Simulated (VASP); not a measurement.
A run of VASP 6.6.1 is set up as follows.

File INCAR:

```
PREC = Accurate ; ENCUT = 520
EDIFF = 1E-6 ; ISMEAR = 1
SIGMA = 0.1 ; LREAL = F
LASPH = T ; NELM = 80
ALGO = Normal ; ISIF = 2
LWAVE = F ; LCHARG = F
GGA = PE ; NBANDS = 12
```

Contents of KPOINTS:

```
regular mesh
0
Gamma
  10 10 10
```

The input POSCAR:

```
Hg
1.0
    2.0783995336      1.1999645302      1.9747385792
   -2.0783995336      1.1999645302      1.9747385792
    0.0000000000     -2.3999290604      1.9747385791
Hg
1
Direct
    0.0000000000      1.0000000000      0.0000000000
```

Potentials or basis: VASP PAW PBE potentials, release 64 (Hg).

Run with:

```sh
$ cat potpaw_PBE.64/Hg/POTCAR > POTCAR
$ mpirun -np 1 vasp_std > vasp.out
```

(1) Predict the band gap on the k mesh.

(2) Predict the pressure.

## Answers

(1) zero (band 6 reaches 4.26 eV, above the bottom of band 7 at 0.01 eV).

(2) 0.1 GPa.

Caveat: spin-orbit coupling is left out, which moves the levels of the heavy elements.
